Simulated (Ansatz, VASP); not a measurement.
# C: VASP beside Ansatz

```
C
1.0
    -2.42911    2.42911    2.42911
     2.42911   -2.42911    2.42911
     2.42911    2.42911   -2.42911
C
8
Direct
  0.32546 0.00000 0.00000
  0.67454 0.67454 0.67454
  0.00000 0.32546 0.00000
  0.00000 0.00000 0.32546
  0.00000 0.67454 0.00000
  0.32546 0.32546 0.32546
  0.67454 0.00000 0.00000
  0.00000 0.00000 0.67454
```

Alike in both runs: task single point; functional r2SCAN; k mesh 6 × 6 × 6; occupations gaussian, width 0.05 eV; no spin polarisation.

```csv
,VASP,Ansatz
version,VASP 6.6.1,Ansatz 0.2.0
potentials or method,"VASP PAW PBE potentials, release 64 (C), cutoff 520 eV","scalar-relativistic, plane waves, PAW"
valence electrons in the cell,32,32
```

Ansatz gave:

- gap on the k mesh at the Fermi level (eV): 3.07
- least direct gap on the mesh (eV): 4.15
- pressure (GPa): 0.0
- rms of the force components (eV/Å): 0.003

Problem. Which values does VASP return?

Solution. gap on the k mesh at the Fermi level (eV): 3.06; least direct gap on the mesh (eV): 4.12; pressure (GPa): 0.9; rms of the force components (eV/Å): 0.029.

VASP's potentials were made for PBE, not for r2SCAN. Atom by atom the forces differ by 0.026 eV/Å (rms over components). With one functional, cell and mesh, what is left measures potentials, basis and numerics.
